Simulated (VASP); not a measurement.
# Sc (Fm-3m) in VASP: a series of runs, part 2 of 2

VASP 6.6.1. Earlier steps stand in the parts before.

### 4 Single point, PBE

This run uses another cell than the first one, of 24.73 Å³/atom.

POSCAR

```
Sc
1.0
    0.0000000000      2.3125339659      2.3125339659
    2.3125339659      0.0000000000      2.3125339659
    2.3125339659      2.3125339659      0.0000000000
Sc
1
Direct
    0.0000000000      0.0000000000      0.0000000000
```

INCAR.step1

```
ALGO = Normal
EDIFF = 1E-7
ENCUT = 520
GGA = PE
ISIF = 2
ISMEAR = -1
LASPH = True
LCHARG = True
LMAXMIX = 4
LREAL = False
LWAVE = False
NBANDS = 12
NELM = 100
PREC = Accurate
SIGMA = 0.08
```

KPOINTS.step1

```
k-points
0
Gamma
  16 16 16
```

INCAR.step2

```
ALGO = Normal
EDIFF = 1E-7
ENCUT = 520
GGA = PE
ICHARG = 11
ISIF = 2
ISMEAR = -5
LASPH = True
LCHARG = False
LMAXMIX = 4
LORBIT = 11
LREAL = False
LWAVE = False
NEDOS = 1001
NELM = 100
PREC = Accurate
SIGMA = 0.08
```

KPOINTS.step2

```
k-points
0
Gamma
  24 24 24
```

Potentials or basis: VASP PAW PBE potentials, release 64 (Sc_sv).

Command:

```
cat potpaw_PBE.64/Sc_sv/POTCAR > POTCAR
cp INCAR.step1 INCAR
cp KPOINTS.step1 KPOINTS
mpirun -np 1 vasp_std > vasp.out
cp INCAR.step2 INCAR
cp KPOINTS.step2 KPOINTS
mpirun -np 1 vasp_std > vasp.out
```

OUTCAR:

```text
EDIFF = 1E-7
   ENCUT = 520
   GGA = PE
   ICHARG = 11
   ISIF = 2
   ISMEAR = -5
   LASPH = True
   LORBIT = 11
   LREAL = False
   NELM = 100
   PREC = Accurate

 ion  position               nearest neighbor table
   1  0.000  0.000  0.000-

  LATTYP: Found a face centered cubic cell.
 ALAT       =     4.6250679318

  Lattice vectors:

 A1 = (   0.0000000000,   2.3125339659,   2.3125339659)
 A2 = (   2.3125339659,   0.0000000000,   2.3125339659)
 A3 = (   2.3125339659,   2.3125339659,   0.0000000000)

Analysis of symmetry for initial positions (statically):
=====================================================================
 Subroutine PRICEL returns:
 Original cell was already a primitive cell.

 Routine SETGRP: Setting up the symmetry group for a
 face centered cubic supercell.

 Subroutine GETGRP returns: Found 48 space group operations
 (whereof 48 operations were pure point group operations)
 out of a pool of 48 trial point group operations.

The static configuration has the point symmetry O_h .

Analysis of symmetry for dynamics (positions and initial velocities):
=====================================================================
 Subroutine PRICEL returns:
 Original cell was already a primitive cell.

 Routine SETGRP: Setting up the symmetry group for a
 face centered cubic supercell.

 Subroutine GETGRP returns: Found 48 space group operations
 (whereof 48 operations were pure point group operations)
 out of a pool of 48 trial point group operations.

The dynamic configuration has the point symmetry O_h .

 Subroutine INISYM returns: Found 48 space group operations
 (whereof 48 operations are pure point group operations),
 and found     1 'primitive' translations

----------------------------------------------------------------------------------------

                                     Primitive cell

  volume of cell :      24.7340

  direct lattice vectors                    reciprocal lattice vectors
     0.000000000  2.312533966  2.312533966    -0.216213040  0.216213040  0.216213040
     2.312533966  0.000000000  2.312533966     0.216213040 -0.216213040  0.216213040
     2.312533966  2.312533966  0.000000000     0.216213040  0.216213040 -0.216213040

  length of vectors
     3.270416898  3.270416898  3.270416898     0.374491971  0.374491971  0.374491971

  position of ions in fractional coordinates (direct lattice)
     0.000000000  0.000000000  0.000000000

  ion indices of the primitive-cell ions
   primitive index   ion index
                 1           1

----------------------------------------------------------------------------------------

 KPOINTS: k-points

Automatic generation of k-mesh.
 Grid dimensions read from file:
 generate k-points for:   24   24   24

 Generating k-lattice:

  Cartesian coordinates                     Fractional coordinates (reciprocal lattice)
    -0.009008877  0.009008877  0.009008877     0.041666667  0.000000000  0.000000000
     0.009008877 -0.009008877  0.009008877     0.000000000  0.041666667  0.000000000
     0.009008877  0.009008877 -0.009008877     0.000000000  0.000000000  0.041666667

  Length of vectors
     0.015603832  0.015603832  0.015603832

  Shift w.r.t. Gamma in fractional coordinates (k-lattice)
     0.000000000  0.000000000  0.000000000

 TETIRR: Found   1864 inequivalent tetrahedra from    82944

 Subroutine IBZKPT returns following result:
 ===========================================

 Found    413 irreducible k-points:

 Following reciprocal coordinates:
            Coordinates               Weight
  0.000000  0.000000  0.000000      1.000000
  0.041667  0.000000  0.000000      8.000000
  0.083333  0.000000  0.000000      8.000000
  0.125000  0.000000  0.000000      8.000000
  0.166667  0.000000  0.000000      8.000000
  0.208333  0.000000  0.000000      8.000000
[... 16 lines left out ...]
  0.416667  0.041667  0.000000     24.000000
  0.458333  0.041667  0.000000     24.000000
 [... further k-points ...]
   k-points           NKPTS =    413   k-points in BZ     NKDIM =    413   number of bands    NBANDS=      9
   number of dos      NEDOS =   1001   number of ions     NIONS =      1
   total plane-waves  NPLWV =  13824
   dimension x,y,z NGX =    24 NGY =   24 NGZ =   24
   dimension x,y,z NGXF=    48 NGYF=   48 NGZF=   48
   ions per type =               1
   NGX,Y,Z   is equivalent  to a cutoff of  12.20, 12.20, 12.20 a.u.
   NGXF,Y,Z  is equivalent  to a cutoff of  24.40, 24.40, 24.40 a.u.
 SYSTEM =  unknown system
   PREC   = accura    normal or accurate (medium, high low for compatibility)
   ISTART =      0    job   : 0-new  1-cont  2-samecut
   ICHARG =     11    charge: 1-file 2-atom 10-const
   ISPIN  =      1    spin polarized calculation?
   LNONCOLLINEAR =      F non collinear calculations
   LSORBIT =      F    spin-orbit coupling
   LASPH  =      T    aspherical Exc in radial PAW
   ENCUT  =  520.0 eV  38.22 Ry    6.18 a.u.   6.08  6.08  6.08*2*pi/ulx,y,z
   NELM   =    100;   NELMIN=  2; NELMDL=  0     # of ELM steps
   EDIFF  = 0.1E-06   stopping-criterion for ELM
   LREAL  =      F    real-space projection
   EDIFFG = 0.1E-05   stopping-criterion for IOM
   NSW    =      0    number of steps for IOM
   IBRION =     -1    ionic relax: 0-MD 1-quasi-New 2-CG
   NFREE  =      0    steps in history (QN), initial steepest desc. (CG)
   ISIF   =      2    stress and relaxation
   ISYM   =      2    0-nonsym 1-usesym 2-fastsym
   POTIM  = 0.5000    time-step for ionic-motion
   TEBEG  =    0.0;   TEEND  =   0.0 temperature during run
   PSTRESS=    0.0 pullay stress
   NELECT =      11.0000    total number of electrons
   NUPDOWN=      -1.0000    fix difference up-down
   EMIN   =  10.00;   EMAX   =-10.00  energy-range for DOS
   EFERMI =   0.00;   METHOD = LEGACY
   ISMEAR =    -5;   SIGMA  =   0.08  broadening in eV -4-tet -1-fermi 0-gaus
   EFERMI_NEDOS =   21; number of points for ismear=-14 and -15
   IALGO  =     38    algorithm
   IMIX   =      4    mixing-type and parameters
     AMIX     =   0.40;   BMIX     =  1.00
     AMIX_MAG =   1.60;   BMIX_MAG =  1.00
  volume/ion in A,a.u.               =      24.73       166.91
  Fermi-wavevector in a.u.,A,eV,Ry     =   1.249609  2.361419 21.245818  1.561524
  Thomas-Fermi vector in A             =   2.383642
   LORBIT       =     11    0 simple, 1 ext, 2 COOP (PROOUT), +10 PAW based schemes
   GGA     = PE    functional components
   LHFCALC =     F    Hartree Fock is set to
   AEXX    =    0.0000 exact exchange contribution
   IVDW    =     0    specifies the selected vdW correction
   LEPSILON=     F    determine dielectric tensor
   LRPA    =     F    only Hartree local field effects (RPA)
 non-spin polarized calculation
 Fermi weights with tetrahedron method with Bloechl corrections
  energy-cutoff  :      520.00
  volume of cell :       24.73
 maximum number of plane-waves:       684

 number of electron      11.0000000 magnetization

 Free energy of the ion-electron system (eV)
  ---------------------------------------------------
  ext. energy  EPLUGINS =         0.00000000
  ---------------------------------------------------
  free energy    TOTEN  =        -6.20102626 eV

  energy without entropy =       -6.20102626  energy(sigma->0) =       -6.20102626

 E-fermi :   3.7163     XC(G=0):  -9.8615

 val. band max:        3.7304162994   @ k =  -0.3750   0.4167   0.2083
 cond. band min:       3.7153640734   @ k =   0.5000   0.1250   0.0000
 fundamental gap:     -0.0150522260
 Fermi energy:         3.7162800945

 k-point     1 :       0.0000    0.0000    0.0000
  band No.  band energies     occupation
      1     -45.7266      2.00000
      2     -24.1452      2.00000
      3     -24.1452      2.00000
      4     -24.1452      2.00000
      5      -1.4642      2.00000
      6       5.2950      0.00000
      7       5.2950      0.00000
      8       5.2950      0.00000
      9       6.6648      0.00000
[... 265 lines left out ...]
 k-point    24 :       0.4583    0.0417    0.0000
  band No.  band energies     occupation
      1     -45.6697      2.00000
      2     -24.5209      2.00000
      3     -24.1980      2.00000
      4     -24.1977      2.00000
      5       1.8528      2.00000
      6       3.9204      0.00000
      7       5.1761      0.00000
      8       5.2409      0.00000
      9       7.4838      0.00000

 [... further k-points ...]

------------------------ aborting loop because EDIFF is reached ----------------------------------------

  FORCE on cell =-STRESS in cart. coord.  units (eV):
  Direction    XX          YY          ZZ          XY          YZ          ZX
  --------------------------------------------------------------------------------------
  -------------------------------------------------------------------------------------
  Total       -0.0278006     -0.0278006     -0.0278006      0.0000000      0.0000000     -0.0000000
  in kB       -1.8008207     -1.8008207     -1.8008207      0.0000000      0.0000000     -0.0000000
  external PRESSURE =      -1.8008207 kB  Pullay stress =       0.0000000 kB

 VOLUME and BASIS-vectors are now :
 -----------------------------------------------------------------------------
  energy-cutoff  :      520.00
  volume of cell :       24.73
      direct lattice vectors                 reciprocal lattice vectors
     0.000000000  2.312533966  2.312533966    -0.216213040  0.216213040  0.216213040
     2.312533966  0.000000000  2.312533966     0.216213040 -0.216213040  0.216213040
     2.312533966  2.312533966  0.000000000     0.216213040  0.216213040 -0.216213040

 POSITION                                       TOTAL-FORCE (eV/Angst)
 -----------------------------------------------------------------------------------
      0.00000      0.00000      0.00000         0.000000      0.000000      0.000000
 -----------------------------------------------------------------------------------
    total drift:                                0.000000     -0.000000      0.000000

  FREE ENERGIE OF THE ION-ELECTRON SYSTEM (eV)
  ---------------------------------------------------
  free  energy   TOTEN  =        -6.2010262616 eV

  energy  without entropy=       -6.2010262616  energy(sigma->0) =       -6.20102626

 total charge

# of ion       s       p       d       tot
------------------------------------------
    1        2.276   6.096   1.012   9.384
```

OSZICAR.step1:

```text
N       E                     dE             d eps       ncg     rms          rms(c)
DAV:   1     0.734488643789E+02    0.73449E+02   -0.51240E+03  3480   0.896E+02
DAV:   2    -0.548147596456E+01   -0.78930E+02   -0.77379E+02  3480   0.283E+02
DAV:   3    -0.689332678015E+01   -0.14119E+01   -0.13811E+01  4616   0.498E+01
DAV:   4    -0.691564624369E+01   -0.22319E-01   -0.22284E-01  4288   0.501E+00
DAV:   5    -0.691601617907E+01   -0.36994E-03   -0.36993E-03  4708   0.618E-01    0.530E+00
DAV:   6    -0.630378277263E+01    0.61223E+00   -0.92460E-01  5228   0.137E+01    0.155E+00
DAV:   7    -0.622677155774E+01    0.77011E-01   -0.18117E-01  5488   0.582E+00    0.599E-01
DAV:   8    -0.622277005999E+01    0.40015E-02   -0.17123E-02  4412   0.189E+00    0.191E-01
DAV:   9    -0.622192271861E+01    0.84734E-03   -0.31012E-03  5216   0.797E-01    0.350E-02
DAV:  10    -0.622190798990E+01    0.14729E-04   -0.11729E-04  5396   0.137E-01    0.100E-02
DAV:  11    -0.622190588932E+01    0.21006E-05   -0.65726E-06  5356   0.369E-02    0.110E-03
DAV:  12    -0.622190610677E+01   -0.21746E-06   -0.52863E-08  2868   0.326E-03    0.298E-04
DAV:  13    -0.622190616896E+01   -0.62188E-07   -0.21839E-08  2036   0.144E-03
   1 F= -.62219062E+01 E0= -.62011595E+01  d E =-.414934E-01
```

It took 23 s on 1 thread of Intel Xeon 6975P-C (Granite Rapids), shared host; peak memory 0.21 GiB.

What came out:

```
Valence electrons inside the program's atomic spheres : Sc 9.38
```

Caveat: tetrahedron occupations give inexact forces and stress in metals.
